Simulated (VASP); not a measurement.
# NbInS4 (P4/mmm) in VASP: a series of runs

Runs on NbInS4. Level: PBE. Tasks: single point.

Everything below comes from runs of VASP 6.6.1. Logs are shortened: lines on timing, memory, paths and dates and some standing lists are left out, and cuts for length are marked.

## (1) The cell of the first run

It takes space group P4/mmm (No. 123, tetragonal). Conventional cell: a = 3.128 Å, b = 3.128 Å, c = 13.601 Å, α = 90.00°, β = 90.00°, γ = 90.00°. Within 3.5 Å of Nb (site symmetry 4/mmm) lie 8 S at 2.64 Å and 4 Nb at 3.13 Å. In (site symmetry 4/mmm) has 8 S at 2.78 Å and 4 In at 3.13 Å within 3.7 Å. S (site symmetry 4mm) has 4 Nb at 2.64 Å and 5 S at 2.90 to 3.13 Å within 3.5 Å. S (site symmetry 4mm) has 4 In at 2.78 Å and 5 S at 3.13 to 3.35 Å within 3.7 Å.

The cell was built from a structure type or drawn by symmetry, and may not be a known phase.

## (2) Single point, PBE

File INCAR:

```
SYSTEM = NbInS4
PREC = Accurate
ENCUT = 520
EDIFF = 1E-7
ISMEAR = 0
SIGMA = 0.1
LREAL = .FALSE.
LASPH = .TRUE.
NELM = 60
ALGO = Normal
ISIF = 2
LWAVE = .FALSE.
LCHARG = .FALSE.
GGA = PE
NBANDS = 34
```

File KPOINTS:

```
regular mesh
0
G
  12 12 4
  0 0 0
```

File POSCAR:

```
NbInS4
1.0
    3.1276144945      0.0000000000      0.0000000000
    0.0000000000      3.1276144945      0.0000000000
    0.0000000000      0.0000000000     13.6013512193
Nb In S
1 1 4
Direct
    0.5000000000      0.5000000000      0.5000000000
    0.0000000000      0.0000000000      0.0000000000
    0.0000000000      0.0000000000      0.6066527099
    0.5000000000      0.5000000000      0.1233294995
    0.5000000000      0.5000000000      0.8766705005
    0.0000000000      0.0000000000      0.3933472901
```

Potentials or basis: VASP PAW PBE potentials, release 64 (Nb_sv, In_d, S).

Launch:

```sh
$ cat potpaw_PBE.64/Nb_sv/POTCAR potpaw_PBE.64/In_d/POTCAR potpaw_PBE.64/S/POTCAR > POTCAR
$ mpirun -np 1 vasp_std > vasp.out
```

OUTCAR:

```text
SYSTEM = NbInS4
   PREC = Accurate
   ENCUT = 520
   EDIFF = 1E-7
   ISMEAR = 0
   LREAL = .FALSE.
   LASPH = .TRUE.
   NELM = 60
   ISIF = 2
   GGA = PE

 ion  position               nearest neighbor table
   1  0.500  0.500  0.500-   3 2.64   6 2.64   3 2.64   6 2.64   3 2.64   6 2.64   3 2.64   6 2.64

   2  0.000  0.000  0.000-   4 2.78   5 2.78   4 2.78   5 2.78   4 2.78   5 2.78   4 2.78   5 2.78

   3  0.000  0.000  0.607-   1 2.64   1 2.64   1 2.64   1 2.64
   4  0.500  0.500  0.123-   2 2.78   2 2.78   2 2.78   2 2.78
   5  0.500  0.500  0.877-   2 2.78   2 2.78   2 2.78   2 2.78
   6  0.000  0.000  0.393-   1 2.64   1 2.64   1 2.64   1 2.64

  LATTYP: Found a simple tetragonal cell.
 ALAT       =     3.1276144945
 C/A-ratio  =     4.3487940228

  Lattice vectors:

 A1 = (   3.1276144945,   0.0000000000,   0.0000000000)
 A2 = (   0.0000000000,   3.1276144945,   0.0000000000)
 A3 = (   0.0000000000,   0.0000000000,  13.6013512193)

Analysis of symmetry for initial positions (statically):
=====================================================================
 Subroutine PRICEL returns:
 Original cell was already a primitive cell.

 Routine SETGRP: Setting up the symmetry group for a
 simple tetragonal supercell.

 Subroutine GETGRP returns: Found 16 space group operations
 (whereof 16 operations were pure point group operations)
 out of a pool of 16 trial point group operations.

The static configuration has the point symmetry D_4h.

Analysis of symmetry for dynamics (positions and initial velocities):
=====================================================================
 Subroutine PRICEL returns:
 Original cell was already a primitive cell.

 Routine SETGRP: Setting up the symmetry group for a
 simple tetragonal supercell.

 Subroutine GETGRP returns: Found 16 space group operations
 (whereof 16 operations were pure point group operations)
 out of a pool of 16 trial point group operations.

The dynamic configuration has the point symmetry D_4h.

 Subroutine INISYM returns: Found 16 space group operations
 (whereof 16 operations are pure point group operations),
 and found     1 'primitive' translations

----------------------------------------------------------------------------------------

                                     Primitive cell

  volume of cell :     133.0480

  direct lattice vectors                    reciprocal lattice vectors
     3.127614494  0.000000000  0.000000000     0.319732500  0.000000000  0.000000000
     0.000000000  3.127614494  0.000000000     0.000000000  0.319732500  0.000000000
     0.000000000  0.000000000 13.601351219     0.000000000  0.000000000  0.073522107

  length of vectors
     3.127614494  3.127614494 13.601351219     0.319732500  0.319732500  0.073522107

  position of ions in fractional coordinates (direct lattice)
     0.500000000  0.500000000  0.500000000
     0.000000000  0.000000000  0.000000000
     0.000000000  0.000000000  0.606652710
     0.500000000  0.500000000  0.123329500
     0.500000000  0.500000000  0.876670500
     0.000000000  0.000000000  0.393347290

  ion indices of the primitive-cell ions
   primitive index   ion index
                 1           1
                 2           2
                 3           3
                 4           4
                 5           5
                 6           6

----------------------------------------------------------------------------------------

 KPOINTS: regular mesh

Automatic generation of k-mesh.
 Grid dimensions read from file:
 generate k-points for:   12   12    4

 Generating k-lattice:

  Cartesian coordinates                     Fractional coordinates (reciprocal lattice)
     0.026644375  0.000000000  0.000000000     0.083333333  0.000000000  0.000000000
     0.000000000  0.026644375  0.000000000     0.000000000  0.083333333  0.000000000
     0.000000000  0.000000000  0.018380527     0.000000000  0.000000000  0.250000000

  Length of vectors
     0.026644375  0.026644375  0.018380527

  Shift w.r.t. Gamma in fractional coordinates (k-lattice)
     0.000000000  0.000000000  0.000000000

 Subroutine IBZKPT returns following result:
 ===========================================

 Found     84 irreducible k-points:

 Following reciprocal coordinates:
            Coordinates               Weight
  0.000000  0.000000  0.000000      1.000000
  0.083333  0.000000  0.000000      4.000000
  0.166667  0.000000  0.000000      4.000000
  0.250000  0.000000  0.000000      4.000000
  0.333333  0.000000  0.000000      4.000000
  0.416667  0.000000  0.000000      4.000000
[... 16 lines left out ...]
  0.333333  0.333333  0.000000      4.000000
  0.416667  0.333333  0.000000      8.000000
 [... further k-points ...]
   k-points           NKPTS =     84   k-points in BZ     NKDIM =     84   number of bands    NBANDS=     34
   number of dos      NEDOS =    301   number of ions     NIONS =      6
   total plane-waves  NPLWV =  62208
   dimension x,y,z NGX =    24 NGY =   24 NGZ =  108
   dimension x,y,z NGXF=    48 NGYF=   48 NGZF=  216
   ions per type =               1   1   4
   NGX,Y,Z   is equivalent  to a cutoff of  12.76, 12.76, 13.20 a.u.
   NGXF,Y,Z  is equivalent  to a cutoff of  25.51, 25.51, 26.40 a.u.
 SYSTEM =  NbInS4
   PREC   = accura    normal or accurate (medium, high low for compatibility)
   ISTART =      0    job   : 0-new  1-cont  2-samecut
   ICHARG =      2    charge: 1-file 2-atom 10-const
   ISPIN  =      1    spin polarized calculation?
   LNONCOLLINEAR =      F non collinear calculations
   LSORBIT =      F    spin-orbit coupling
   LASPH  =      T    aspherical Exc in radial PAW
   ENCUT  =  520.0 eV  38.22 Ry    6.18 a.u.   5.82  5.82 25.29*2*pi/ulx,y,z
   NELM   =     60;   NELMIN=  2; NELMDL= -5     # of ELM steps
   EDIFF  = 0.1E-06   stopping-criterion for ELM
   LREAL  =      F    real-space projection
   EDIFFG = 0.1E-05   stopping-criterion for IOM
   NSW    =      0    number of steps for IOM
   IBRION =     -1    ionic relax: 0-MD 1-quasi-New 2-CG
   NFREE  =      0    steps in history (QN), initial steepest desc. (CG)
   ISIF   =      2    stress and relaxation
   ISYM   =      2    0-nonsym 1-usesym 2-fastsym
   POTIM  = 0.5000    time-step for ionic-motion
   TEBEG  =    0.0;   TEEND  =   0.0 temperature during run
   PSTRESS=    0.0 pullay stress
   NELECT =      50.0000    total number of electrons
   NUPDOWN=      -1.0000    fix difference up-down
   EMIN   =  10.00;   EMAX   =-10.00  energy-range for DOS
   EFERMI =   0.00;   METHOD = LEGACY
   ISMEAR =     0;   SIGMA  =   0.10  broadening in eV -4-tet -1-fermi 0-gaus
   EFERMI_NEDOS =   21; number of points for ismear=-14 and -15
   IALGO  =     38    algorithm
   IMIX   =      4    mixing-type and parameters
     AMIX     =   0.40;   BMIX     =  1.00
     AMIX_MAG =   1.60;   BMIX_MAG =  1.00
  volume/ion in A,a.u.               =      22.17       149.64
  Fermi-wavevector in a.u.,A,eV,Ry     =   1.181396  2.232514 18.989590  1.395695
  Thomas-Fermi vector in A             =   2.317670
   LORBIT       =      0    0 simple, 1 ext, 2 COOP (PROOUT), +10 PAW based schemes
   GGA     = PE    functional components
   LHFCALC =     F    Hartree Fock is set to
   AEXX    =    0.0000 exact exchange contribution
   IVDW    =     0    specifies the selected vdW correction
   LEPSILON=     F    determine dielectric tensor
   LRPA    =     F    only Hartree local field effects (RPA)
 non-spin polarized calculation
 Gauss-broadening in eV      SIGMA  =   0.10
  energy-cutoff  :      520.00
  volume of cell :      133.05
 maximum number of plane-waves:      3632
 NGX is ok and might be reduce to    24
   NGX = 11   NGY = 11   NGZ = 51

 number of electron      50.0000003 magnetization

 Free energy of the ion-electron system (eV)
  ---------------------------------------------------
  ext. energy  EPLUGINS =         0.00000000
  ---------------------------------------------------
  free energy    TOTEN  =       -30.53288215 eV

  energy without entropy =      -30.51354907  energy(sigma->0) =      -30.52321561

 E-fermi :   5.0583     XC(G=0):  -9.5912

 val. band max:        5.0578144493   @ k =   0.5000   0.3333   0.0000
 cond. band min:       5.0608838845   @ k =   0.1667   0.0833   0.0000
 fundamental gap:      0.0030694351
 Fermi energy:         5.0582864823

 k-point     1 :       0.0000    0.0000    0.0000
  band No.  band energies     occupation
      1     -50.3815      2.00000
      2     -26.5093      2.00000
      3     -26.1709      2.00000
      4     -26.1709      2.00000
      5      -9.9347      2.00000
      6      -9.6713      2.00000
[... 26 lines left out ...]
     33      11.0771      0.00000
     34      12.2348      0.00000

 k-point     2 :       0.0833    0.0000    0.0000
  band No.  band energies     occupation
      1     -50.3790      2.00000
      2     -26.5051      2.00000
      3     -26.2021      2.00000
      4     -26.1680      2.00000
      5      -9.9136      2.00000
      6      -9.6506      2.00000
[... 26 lines left out ...]
     33      11.2926      0.00000
     34      12.1131      0.00000

 k-point     3 :       0.1667    0.0000    0.0000
  band No.  band energies     occupation
      1     -50.3721      2.00000
      2     -26.4935      2.00000
      3     -26.2865      2.00000
      4     -26.1600      2.00000
      5      -9.8648      2.00000
      6      -9.5907      2.00000
[... 26 lines left out ...]
     33      11.4280      0.00000
     34      11.9822      0.00000

 k-point     4 :       0.2500    0.0000    0.0000
  band No.  band energies     occupation
      1     -50.3627      2.00000
      2     -26.4777      2.00000
      3     -26.4000      2.00000
      4     -26.1490      2.00000
      5      -9.8150      2.00000
      6      -9.7237      2.00000
[... 26 lines left out ...]
     33      11.8352      0.00000
     34      11.9877      0.00000

 k-point     5 :       0.3333    0.0000    0.0000
  band No.  band energies     occupation
      1     -50.3532      2.00000
      2     -26.5114      2.00000
      3     -26.4617      2.00000
      4     -26.1380      2.00000
      5      -9.8399      2.00000
      6      -9.7781      2.00000
[... 621 lines left out ...]
 k-point    22 :       0.5000    0.2500    0.0000
  band No.  band energies     occupation
      1     -50.3257      2.00000
      2     -26.5808      2.00000
      3     -26.4199      2.00000
      4     -26.3369      2.00000
      5      -9.8413      2.00000
      6      -9.7919      2.00000
[... 26 lines left out ...]
     33       9.7863      0.00000
     34      10.1288      0.00000

 k-point    23 :       0.3333    0.3333    0.0000
  band No.  band energies     occupation
      1     -50.3258      2.00000
      2     -26.4653      2.00000
      3     -26.4498      2.00000
      4     -26.4207      2.00000
      5      -9.8693      2.00000
      6      -9.6955      2.00000
[... 26 lines left out ...]
     33       9.5440      0.00000
     34       9.9929      0.00000

 k-point    24 :       0.4167    0.3333    0.0000
  band No.  band energies     occupation
      1     -50.3191      2.00000
      2     -26.5334      2.00000
      3     -26.4441      2.00000
      4     -26.4106      2.00000
      5      -9.9393      2.00000
      6      -9.7048      2.00000
[... 26 lines left out ...]
     33       9.1251      0.00000
     34       9.2254      0.00000

 [... further k-points ...]
[... 5 lines left out ...]
  --------------------------------------------------------------------------------------
  -------------------------------------------------------------------------------------
  Total       -0.1398073     -0.1398073     -0.1216486      0.0000000      0.0000000      0.0000000
  in kB       -1.6835733     -1.6835733     -1.4649037      0.0000000      0.0000000      0.0000000
  external PRESSURE =      -1.6106835 kB  Pullay stress =       0.0000000 kB

 VOLUME and BASIS-vectors are now :
 -----------------------------------------------------------------------------
  energy-cutoff  :      520.00
  volume of cell :      133.05
      direct lattice vectors                 reciprocal lattice vectors
     3.127614494  0.000000000  0.000000000     0.319732500  0.000000000  0.000000000
     0.000000000  3.127614494  0.000000000     0.000000000  0.319732500  0.000000000
     0.000000000  0.000000000 13.601351219     0.000000000  0.000000000  0.073522107

 POSITION                                       TOTAL-FORCE (eV/Angst)
 -----------------------------------------------------------------------------------
      1.56381      1.56381      6.80068        -0.000000     -0.000000      0.000000
      0.00000      0.00000      0.00000        -0.000000     -0.000000      0.000000
      0.00000      0.00000      8.25130        -0.000000      0.000000     -0.019203
      1.56381      1.56381      1.67745        -0.000000      0.000000     -0.006440
      1.56381      1.56381     11.92390         0.000000     -0.000000      0.006440
      0.00000      0.00000      5.35005        -0.000000     -0.000000      0.019203
 -----------------------------------------------------------------------------------
    total drift:                                0.000000     -0.000000      0.000000

  FREE ENERGIE OF THE ION-ELECTRON SYSTEM (eV)
  ---------------------------------------------------
  free  energy   TOTEN  =       -30.5328821457 eV

  energy  without entropy=      -30.5135490727  energy(sigma->0) =      -30.52321561
```

Wall time 3.2 min (1 thread of Intel Xeon 6975P-C (Granite Rapids), shared host); peak memory 0.47 GiB.

Results:

```yaml
Free_energy: -30.5329 eV
Pressure: -0.2 GPa
Largest_force: 0.019 eV/Å
Band_gap_on_the_k_mesh: zero (bands 25 and 26 overlap by 1.17 eV)
```

Forces on the atoms (eV/Å):
```
Nb   0.000  0.000  0.000
In   0.000  0.000  0.000
S    0.000  0.000 -0.019
S    0.000  0.000 -0.006
S    0.000  0.000  0.006
S    0.000  0.000  0.019
```

Caveat: spin-orbit coupling is left out, which moves the levels of the heavy elements; this functional lacks dispersion, which binds the layers, so the pressure and a relaxed spacing across them are unreliable.

## (3) Single point, PBE, collinear spin

This run uses another cell than the first one, of 18.37 Å³/atom.

File INCAR:

```
PREC     = Accurate       # precision mode
ENCUT    = 520            # plane-wave cutoff, eV
EDIFF    = 1E-6           # SCF threshold, eV
ISMEAR   = 0              # smearing method
SIGMA    = 0.1            # smearing width, eV
LREAL    = F              # projectors in reciprocal space
LASPH    = T              # aspherical terms in the spheres
NELM     = 150            # most SCF steps
ALGO     = Normal         # electronic algorithm
ISIF     = 2              # what is computed and relaxed
LWAVE    = F              # write WAVECAR
LCHARG   = T              # write CHGCAR
ISPIN    = 2              # spin polarisation
MAGMOM   = 1.43 0 0 0 0 0 # initial moments
LORBIT   = 11             # projections on sites
LMAXMIX  = 4              # l up to which the mixer works
GGA      = PE             # functional
LELF     = T              # ELF
LVHAR    = T            
NBANDS   = 38             # bands
```

File KPOINTS:

```
Automatic mesh
0
Gamma
  4 4 4
```

File POSCAR:

```
NbInS4
1.0
    4.0295308500      0.0000000000      0.0000000000
    0.0000000000      4.0295308500      0.0000000000
    0.0000000000      0.0000000000      6.7865168600
Nb In S
1 1 4
Direct
    0.5000000000      0.5000000000      0.5000000000
    0.0000000000      0.0000000000      0.0000000000
    0.0000000000      0.0000000000      0.6038380300
    0.5000000000      0.5000000000      0.1051980000
    0.5000000000      0.5000000000      0.8948020000
    0.0000000000      0.0000000000      0.3961619700
```

Potentials or basis: VASP PAW PBE potentials, release 64 (Nb_sv, In_d, S).

Launch:

```sh
$ cat potpaw_PBE.64/Nb_sv/POTCAR potpaw_PBE.64/In_d/POTCAR potpaw_PBE.64/S/POTCAR > POTCAR
$ mpirun -np 1 vasp_std > vasp.out
```

It took 2.5 min on 1 thread of Intel Xeon 6975P-C (Granite Rapids), shared host; peak memory 0.31 GiB.

Results (log left out):

```yaml
Free_energy: -5.4475 eV
Pressure: 76.9 GPa
Largest_force: 55.317 eV/Å
Net_moment: -0.87 μB per cell
Site_moments: Nb -0.65; In +0.00; S +0.01, +0.00 (each value once) μB
Valence_electrons_inside_the_program's_atomic_spheres: Nb 10.53; In 11.40; S 4.25
```

Forces on the atoms (eV/Å):
```
Nb    0.000   0.000   0.000
In    0.000   0.000   0.000
S     0.000   0.000  55.317
S     0.000   0.000  52.274
S     0.000   0.000 -52.274
S     0.000   0.000 -55.317
```

Stress tensor (GPa, compression positive):
```
  0.63   0.00   0.00
  0.00   0.63   0.00
  0.00   0.00 229.35
```

Levels at points of the mesh, in eV from the Fermi level:
Spin up:
| k point | band 21 | band 22 | band 23 | band 24 | band 25 | band 26 | band 27 | band 28 | band 29 | band 30 |
| --- | --- | --- | --- | --- | --- | --- | --- | --- | --- | --- |
| (0.00, 0.00, 0.00) | -2.43 | -2.43 | -1.96 | -0.55 | -0.50 | 0.98 | 0.98 | 2.13 | 2.15 | 2.15 |
| (0.50, 0.00, 0.00) | -1.45 | -1.38 | -0.87 | -0.60 | -0.36 | 0.33 | 0.48 | 1.45 | 1.61 | 2.04 |
| (0.50, 0.50, 0.00) | -3.90 | -2.67 | 0.41 | 0.44 | 0.49 | 0.49 | 1.20 | 2.55 | 2.55 | 2.55 |
| (0.00, 0.00, 0.50) | -1.94 | -1.67 | -1.67 | -0.90 | -0.49 | -0.39 | -0.39 | 0.49 | 1.89 | 1.89 |
| (0.50, 0.00, 0.50) | -1.39 | -1.21 | -0.83 | -0.44 | -0.06 | 0.14 | 0.33 | 0.46 | 0.59 | 1.76 |
| (0.50, 0.50, 0.50) | -2.91 | -2.91 | -1.50 | -1.50 | 0.11 | 0.33 | 1.20 | 1.23 | 2.32 | 2.32 |
Spin down:
```csv
k point,band 22,band 23,band 24,band 25,band 26,band 27,band 28,band 29,band 30,band 31
"(0.00, 0.00, 0.00)",-2.57,-2.36,-1.13,-1.05,0.97,0.97,1.87,1.87,2.10,2.65
"(0.50, 0.00, 0.00)",-1.44,-0.89,-0.69,-0.34,-0.02,0.02,1.37,1.38,1.50,1.67
"(0.50, 0.50, 0.00)",-2.72,-0.20,-0.19,0.42,0.42,0.66,2.30,2.30,2.49,2.55
"(0.00, 0.00, 0.50)",-1.85,-1.85,-1.37,-1.13,-0.40,-0.40,0.08,1.67,1.67,2.35
"(0.50, 0.00, 0.50)",-1.21,-0.81,-0.46,-0.45,-0.16,-0.04,0.05,0.32,1.42,1.56
"(0.50, 0.50, 0.50)",-3.06,-1.50,-1.50,-0.52,-0.33,0.66,0.93,2.07,2.07,4.65
```

Caveat: the k points lie up to 0.39 Å⁻¹ apart; atoms lie so close that the PAW spheres overlap strongly, which falsifies energies and pressures; spin-orbit coupling is left out, which moves the levels of the heavy elements; forces of over 1 eV/Å act on the atoms, so gaps and moduli don't describe the material at rest.
